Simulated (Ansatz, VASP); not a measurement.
CdHg2Se3 in VASP and in Ansatz

File INCAR:

```
ALGO = Normal
EDIFF = 1E-6
ENCUT = 520
GGA = PE
ISIF = 2
ISMEAR = 0
LASPH = True
LCHARG = False
LREAL = False
LWAVE = False
NBANDS = 66
NELM = 80
PREC = Accurate
SIGMA = 0.2
```

Contents of KPOINTS:

```
k-points
0
Gamma
  6 6 1
```

File POSCAR:

```
CdHg2Se3
1.0
    4.4141376028      0.0000000000      0.0000000000
   -2.2070688014      3.8227552998      0.0000000000
    0.0000000000      0.0000000000     21.5877948559
Cd Hg Se
2 4 6
Direct
    0.0000000000      0.0000000000      0.0004506686
    0.0000000000      0.0000000000      0.5004506686
    0.6666666667      0.3333333333      0.3337842601
    0.6666666667      0.3333333333      0.8337842601
    0.3333333333      0.6666666667      0.1661096950
    0.3333333333      0.6666666667      0.6661096950
    0.0000000000      0.0000000000      0.3758345567
    1.0000000000      1.0000000000      0.8758345567
    0.6666666667      0.3333333333      0.2084154689
    0.6666666667      0.3333333333      0.7084154689
    0.3333333333      0.6666666667      0.0404053507
    0.3333333333      0.6666666667      0.5404053507
```

Input for Ansatz:

```yaml
crystal:
  lattice:
    - [4.4141376028, 0.0, 0.0]
    - [-2.2070688014, 3.8227552998, 0.0]
    - [0.0, 0.0, 21.5877948559]
  atoms:
    - { symbol: Cd, position: [0.0, 0.0, 0.0004506686] }
    - { symbol: Cd, position: [0.0, 0.0, 0.5004506686] }
    - { symbol: Hg, position: [0.6666666667, 0.3333333333, 0.3337842601] }
    - { symbol: Hg, position: [0.6666666667, 0.3333333333, 0.8337842601] }
    - { symbol: Hg, position: [0.3333333333, 0.6666666667, 0.166109695] }
    - { symbol: Hg, position: [0.3333333333, 0.6666666667, 0.666109695] }
    - { symbol: Se, position: [0.0, 0.0, 0.3758345567] }
    - { symbol: Se, position: [1.0, 1.0, 0.8758345567] }
    - { symbol: Se, position: [0.6666666667, 0.3333333333, 0.2084154689] }
    - { symbol: Se, position: [0.6666666667, 0.3333333333, 0.7084154689] }
    - { symbol: Se, position: [0.3333333333, 0.6666666667, 0.0404053507] }
    - { symbol: Se, position: [0.3333333333, 0.6666666667, 0.5404053507] }
basis:
  ecutwfc: 420
kpoints:
  mp_grid: { grid: [6, 6, 1] }
hamiltonian:
  xc: pbe
scf:
  occupations: { method: gaussian, width: 0.2 }
  lower_state_search: "off"
output:
  forces: true
  stress: true
  eigenvalues: true
```

Alike in both runs: task single point; functional PBE; k mesh 6 × 6 × 1; occupations gaussian, width 0.2 eV; no spin polarisation.

|  | VASP | Ansatz |
| --- | --- | --- |
| version | VASP 6.6.1 | Ansatz 0.2.0 |
| potentials or method | VASP PAW PBE potentials, release 64 (Cd, Hg, Se), cutoff 520 eV | scalar-relativistic, plane waves, PAW |
| valence electrons in the cell | 108 | 216 |

|  | VASP | Ansatz | Ansatz less VASP |
| --- | --- | --- | --- |
| gap on the k mesh at the Fermi level (eV) | none | none | - |
| pressure (GPa) | 0.2 | 0.0 | -0.21 |

A gap of «none» marks a metal or a gap that the smearing closes. The functional is the same, so the differences come from potentials, cutoffs and numerics. VASP's potentials hold 108 valence electrons a cell and Ansatz's 216, so a difference there can come from the potentials and not from the codes.

Neither program's run includes spin-orbit coupling.
